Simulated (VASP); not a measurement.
# Rh (P6_3/mmc) in VASP: notebook

Runs on Rh. Level: PBEsol. Tasks: single point.

All numbers are computed with VASP 6.6.1; they aren't measurements. Logs are shortened: lines on timing, memory, paths and dates and some standing lists are left out, and cuts for length are marked.

### Step 1. The cell of the first run

The structure is hexagonal, space group P6_3/mmc (No. 194). The conventional cell has a = 2.617 Å, b = 2.617 Å, c = 4.754 Å, α = 90.00°, β = 90.00°, γ = 120.00°. Rh (site symmetry -6m2) has 12 Rh at 2.62 to 2.82 Å within 3.5 Å.

This isn't the form of Rh at room conditions, which is fcc.

### Step 2. Single point, PBEsol (14.10 Å³/atom)

INCAR reads:

```
SYSTEM = Rh
PREC = Accurate
ENCUT = 520
EDIFF = 1E-7
ISMEAR = 0
SIGMA = 0.15
LREAL = .FALSE.
LASPH = .TRUE.
NELM = 60
ALGO = Fast
ISIF = 2
LWAVE = .FALSE.
LCHARG = .TRUE.
GGA = PS
LELF = .TRUE.
LVHAR = .TRUE.
NBANDS = 22
```

KPOINTS reads:

```
Automatic mesh
0
G
  21 21 12
  0 0 0
```

POSCAR reads:

```
Rh
1.0
    2.6168969294      0.0000000000      0.0000000000
   -1.3084484647      2.2662992200      0.0000000000
    0.0000000000      0.0000000000      4.7535932723
Rh
2
Direct
    0.6666666667      0.3333333333      0.7500000000
    0.3333333333      0.6666666667      0.2500000000
```

Potentials or basis: VASP PAW PBE potentials, release 64 (Rh_pv).

On the command line:

```console
> cat potpaw_PBE.64/Rh_pv/POTCAR > POTCAR
> mpirun -np 1 vasp_std > vasp.out
```

OUTCAR:

```text
SYSTEM = Rh
   PREC = Accurate
   ENCUT = 520
   EDIFF = 1E-7
   ISMEAR = 0
   LREAL = .FALSE.
   LASPH = .TRUE.
   NELM = 60
   ISIF = 2
   GGA = PS

 ion  position               nearest neighbor table
   1  0.667  0.333  0.750-   2 2.82   2 2.82   2 2.82   2 2.82   2 2.82   2 2.82
   2  0.333  0.667  0.250-   1 2.82   1 2.82   1 2.82   1 2.82   1 2.82   1 2.82

  LATTYP: Found a hexagonal cell.
 ALAT       =     2.6168969294
 C/A-ratio  =     1.8165000000

  Lattice vectors:

 A1 = (   2.6168969294,   0.0000000000,   0.0000000000)
 A2 = (  -1.3084484647,   2.2662992200,   0.0000000000)
 A3 = (   0.0000000000,   0.0000000000,   4.7535932723)

Analysis of symmetry for initial positions (statically):
=====================================================================
 Subroutine PRICEL returns:
 Original cell was already a primitive cell.

 Routine SETGRP: Setting up the symmetry group for a
 hexagonal supercell.

 Subroutine GETGRP returns: Found 24 space group operations
 (whereof 12 operations were pure point group operations)
 out of a pool of 24 trial point group operations.

The static configuration has the point symmetry D_3d.
 The point group associated with its full space group is D_6h.

Analysis of symmetry for dynamics (positions and initial velocities):
=====================================================================
 Subroutine PRICEL returns:
 Original cell was already a primitive cell.

 Routine SETGRP: Setting up the symmetry group for a
 hexagonal supercell.

 Subroutine GETGRP returns: Found 24 space group operations
 (whereof 12 operations were pure point group operations)
 out of a pool of 24 trial point group operations.

The dynamic configuration has the point symmetry D_3d.
 The point group associated with its full space group is D_6h.

 Subroutine INISYM returns: Found 24 space group operations
 (whereof 12 operations are pure point group operations),
 and found     1 'primitive' translations

----------------------------------------------------------------------------------------

                                     Primitive cell

  volume of cell :      28.1920

  direct lattice vectors                    reciprocal lattice vectors
     2.616896929  0.000000000  0.000000000     0.382131978  0.220624000  0.000000000
    -1.308448465  2.266299220  0.000000000     0.000000000  0.441248001  0.000000000
     0.000000000  0.000000000  4.753593272     0.000000000  0.000000000  0.210367178

  length of vectors
     2.616896929  2.616896929  4.753593272     0.441248001  0.441248001  0.210367178

  position of ions in fractional coordinates (direct lattice)
     0.666666667  0.333333333  0.750000000
     0.333333333  0.666666667  0.250000000

  ion indices of the primitive-cell ions
   primitive index   ion index
                 1           1
                 2           2

----------------------------------------------------------------------------------------

 KPOINTS: Automatic mesh

Automatic generation of k-mesh.
 Grid dimensions read from file:
 generate k-points for:   21   21   12

 Generating k-lattice:

  Cartesian coordinates                     Fractional coordinates (reciprocal lattice)
     0.018196761  0.010505905  0.000000000     0.047619048  0.000000000  0.000000000
     0.000000000  0.021011810  0.000000000     0.000000000  0.047619048  0.000000000
     0.000000000  0.000000000  0.017530598     0.000000000  0.000000000  0.083333333

  Length of vectors
     0.021011810  0.021011810  0.017530598

  Shift w.r.t. Gamma in fractional coordinates (k-lattice)
     0.000000000  0.000000000  0.000000000

 Subroutine IBZKPT returns following result:
 ===========================================

 Found    336 irreducible k-points:

 Following reciprocal coordinates:
            Coordinates               Weight
  0.000000  0.000000  0.000000      1.000000
  0.047619 -0.000000  0.000000      6.000000
  0.095238  0.000000  0.000000      6.000000
  0.142857  0.000000  0.000000      6.000000
  0.190476  0.000000  0.000000      6.000000
  0.238095  0.000000  0.000000      6.000000
[... 16 lines left out ...]
  0.142857  0.095238  0.000000     12.000000
  0.190476  0.095238  0.000000     12.000000
 [... further k-points ...]
   k-points           NKPTS =    336   k-points in BZ     NKDIM =    336   number of bands    NBANDS=     22
   number of dos      NEDOS =    301   number of ions     NIONS =      2
   total plane-waves  NPLWV =  14400
   dimension x,y,z NGX =    20 NGY =   20 NGZ =   36
   dimension x,y,z NGXF=    40 NGYF=   40 NGZF=   72
   ions per type =               2
   NGX,Y,Z   is equivalent  to a cutoff of  12.71, 12.71, 12.59 a.u.
   NGXF,Y,Z  is equivalent  to a cutoff of  25.41, 25.41, 25.18 a.u.
 SYSTEM =  Rh
   PREC   = accura    normal or accurate (medium, high low for compatibility)
   ISTART =      0    job   : 0-new  1-cont  2-samecut
   ICHARG =      2    charge: 1-file 2-atom 10-const
   ISPIN  =      1    spin polarized calculation?
   LNONCOLLINEAR =      F non collinear calculations
   LSORBIT =      F    spin-orbit coupling
   LASPH  =      T    aspherical Exc in radial PAW
   ENCUT  =  520.0 eV  38.22 Ry    6.18 a.u.   4.87  4.87  8.84*2*pi/ulx,y,z
   NELM   =     60;   NELMIN=  2; NELMDL= -5     # of ELM steps
   EDIFF  = 0.1E-06   stopping-criterion for ELM
   LREAL  =      F    real-space projection
   EDIFFG = 0.1E-05   stopping-criterion for IOM
   NSW    =      0    number of steps for IOM
   IBRION =     -1    ionic relax: 0-MD 1-quasi-New 2-CG
   NFREE  =      0    steps in history (QN), initial steepest desc. (CG)
   ISIF   =      2    stress and relaxation
   ISYM   =      2    0-nonsym 1-usesym 2-fastsym
   POTIM  = 0.5000    time-step for ionic-motion
   TEBEG  =    0.0;   TEEND  =   0.0 temperature during run
   PSTRESS=    0.0 pullay stress
   NELECT =      30.0000    total number of electrons
   NUPDOWN=      -1.0000    fix difference up-down
   EMIN   =  10.00;   EMAX   =-10.00  energy-range for DOS
   EFERMI =   0.00;   METHOD = LEGACY
   ISMEAR =     0;   SIGMA  =   0.15  broadening in eV -4-tet -1-fermi 0-gaus
   EFERMI_NEDOS =   21; number of points for ismear=-14 and -15
   IALGO  =     68    algorithm
   IMIX   =      4    mixing-type and parameters
     AMIX     =   0.40;   BMIX     =  1.00
     AMIX_MAG =   1.60;   BMIX_MAG =  1.00
  volume/ion in A,a.u.               =      14.10        95.12
  Fermi-wavevector in a.u.,A,eV,Ry     =   1.671373  3.158436 38.007691  2.793486
  Thomas-Fermi vector in A             =   2.756707
   LORBIT       =      0    0 simple, 1 ext, 2 COOP (PROOUT), +10 PAW based schemes
   GGA     = PS    functional components
   LHFCALC =     F    Hartree Fock is set to
   AEXX    =    0.0000 exact exchange contribution
   IVDW    =     0    specifies the selected vdW correction
   LEPSILON=     F    determine dielectric tensor
   LRPA    =     F    only Hartree local field effects (RPA)
 non-spin polarized calculation
 RMM-DIIS sequential band-by-band and
 Gauss-broadening in eV      SIGMA  =   0.15
  energy-cutoff  :      520.00
  volume of cell :       28.19
 maximum number of plane-waves:       780
 NGX is ok and might be reduce to    20
   NGX =  9   NGY =  9   NGZ = 17

 number of electron      29.9999996 magnetization

 Free energy of the ion-electron system (eV)
  ---------------------------------------------------
  ext. energy  EPLUGINS =         0.00000000
  ---------------------------------------------------
  free energy    TOTEN  =       -15.96739278 eV

  energy without entropy =      -15.93132670  energy(sigma->0) =      -15.94935974

 E-fermi :  11.2993     XC(G=0): -14.0432

 val. band max:       11.2961543703   @ k =   0.1429   0.1429   0.4167
 cond. band min:      11.3035384386   @ k =   0.1429   0.0000   0.5000
 fundamental gap:      0.0073840683
 Fermi energy:        11.2993484786

 k-point     1 :       0.0000    0.0000    0.0000
  band No.  band energies     occupation
      1     -35.4695      2.00000
      2     -34.9932      2.00000
      3     -34.9932      2.00000
      4     -34.9723      2.00000
      5     -34.9443      2.00000
      6     -34.9443      2.00000
[... 14 lines left out ...]
     21      27.9245      0.00000
     22      29.9133      0.00000

 k-point     2 :       0.0476   -0.0000    0.0000
  band No.  band energies     occupation
      1     -35.4647      2.00000
      2     -35.0099      2.00000
      3     -34.9977      2.00000
      4     -34.9726      2.00000
      5     -34.9613      2.00000
      6     -34.9477      2.00000
[... 14 lines left out ...]
     21      28.0447      0.00000
     22      30.0337      0.00000

 k-point     3 :       0.0952    0.0000    0.0000
  band No.  band energies     occupation
      1     -35.4507      2.00000
      2     -35.0584      2.00000
      3     -35.0108      2.00000
      4     -35.0103      2.00000
      5     -34.9734      2.00000
      6     -34.9576      2.00000
[... 14 lines left out ...]
     21      28.3295      0.00000
     22      30.3103      0.00000

 k-point     4 :       0.1429    0.0000    0.0000
  band No.  band energies     occupation
      1     -35.4281      2.00000
      2     -35.1342      2.00000
      3     -35.0864      2.00000
      4     -35.0310      2.00000
      5     -34.9751      2.00000
      6     -34.9731      2.00000
[... 14 lines left out ...]
     21      28.7532      0.00000
     22      30.4925      0.00000

 k-point     5 :       0.1905    0.0000    0.0000
  band No.  band energies     occupation
      1     -35.3985      2.00000
      2     -35.2304      2.00000
      3     -35.1820      2.00000
      4     -35.0565      2.00000
      5     -34.9932      2.00000
      6     -34.9782      2.00000
[... 14 lines left out ...]
     21      29.2164      0.00000
     22      30.6246      0.00000

 k-point     6 :       0.2381    0.0000    0.0000
  band No.  band energies     occupation
      1     -35.3633      2.00000
      2     -35.3382      2.00000
      3     -35.2880      2.00000
      4     -35.0848      2.00000
      5     -35.0159      2.00000
      6     -34.9834      2.00000
[... 14 lines left out ...]
     21      28.7312      0.00000
     22      29.9771      0.00000

 k-point     7 :       0.2857    0.0000    0.0000
  band No.  band energies     occupation
      1     -35.4479      2.00000
      2     -35.3948      2.00000
      3     -35.3249      2.00000
      4     -35.1134      2.00000
      5     -35.0393      2.00000
      6     -34.9912      2.00000
[... 324 lines left out ...]
      6     -35.0343      2.00000
[... 14 lines left out ...]
     21      25.2234      0.00000
     22      25.3811      0.00000

 k-point    21 :       0.4762    0.0476    0.0000
  band No.  band energies     occupation
      1     -35.7261      2.00000
      2     -35.6625      2.00000
      3     -35.1972      2.00000
      4     -35.1949      2.00000
      5     -35.1117      2.00000
      6     -35.0395      2.00000
[... 14 lines left out ...]
     21      24.8255      0.00000
     22      24.9807      0.00000

 k-point    22 :       0.0952    0.0952    0.0000
  band No.  band energies     occupation
      1     -35.4151      2.00000
      2     -35.1670      2.00000
      3     -35.1352      2.00000
      4     -35.0382      2.00000
      5     -34.9902      2.00000
      6     -34.9763      2.00000
[... 14 lines left out ...]
     21      29.1186      0.00000
     22      29.8020      0.00000

 k-point    23 :       0.1429    0.0952    0.0000
  band No.  band energies     occupation
      1     -35.3862      2.00000
      2     -35.2515      2.00000
      3     -35.2228      2.00000
      4     -35.0669      2.00000
      5     -35.0155      2.00000
      6     -34.9798      2.00000
[... 14 lines left out ...]
     21      28.8492      0.00000
     22      29.6523      0.00000

 k-point    24 :       0.1905    0.0952    0.0000
  band No.  band energies     occupation
      1     -35.3520      2.00000
      2     -35.3491      2.00000
      3     -35.3165      2.00000
      4     -35.1010      2.00000
      5     -35.0430      2.00000
      6     -34.9854      2.00000
[... 14 lines left out ...]
     21      28.0514      0.00000
     22      28.8988      0.00000

 [... further k-points ...]
[... 5 lines left out ...]
  --------------------------------------------------------------------------------------
  -------------------------------------------------------------------------------------
  Total        0.6675671      0.6675671     -4.8172594      0.0000000     -0.0000000      0.0000000
  in kB       37.9384538     37.9384538   -273.7692893      0.0000000     -0.0000000      0.0000000
  external PRESSURE =     -65.9641272 kB  Pullay stress =       0.0000000 kB

 VOLUME and BASIS-vectors are now :
 -----------------------------------------------------------------------------
  energy-cutoff  :      520.00
  volume of cell :       28.19
      direct lattice vectors                 reciprocal lattice vectors
     2.616896929  0.000000000  0.000000000     0.382131978  0.220624000  0.000000000
    -1.308448465  2.266299220  0.000000000     0.000000000  0.441248001  0.000000000
     0.000000000  0.000000000  4.753593272     0.000000000  0.000000000  0.210367178

 POSITION                                       TOTAL-FORCE (eV/Angst)
 -----------------------------------------------------------------------------------
      1.30845      0.75543      3.56519        -0.000000     -0.000000      0.000000
     -0.00000      1.51087      1.18840         0.000000      0.000000      0.000000
 -----------------------------------------------------------------------------------
    total drift:                               -0.000000      0.000000     -0.000000

  FREE ENERGIE OF THE ION-ELECTRON SYSTEM (eV)
  ---------------------------------------------------
  free  energy   TOTEN  =       -15.9673927779 eV

  energy  without entropy=      -15.9313267005  energy(sigma->0) =      -15.94935974
```

Wall time 92 s (1 thread of Intel Xeon 6975P-C (Granite Rapids), shared host); peak memory 0.27 GiB.

Results:

- Free energy: -15.9674 eV
- Pressure: -6.6 GPa
- Band gap on the k mesh: zero (bands 15 and 16 overlap by 2.60 eV)

Caveat: the stress differs along the axes, from -27 to 4 GPa; the PAW data sets were made with another functional, which shifts forces and pressure a little.

(Part 1 of 2 ends here.)
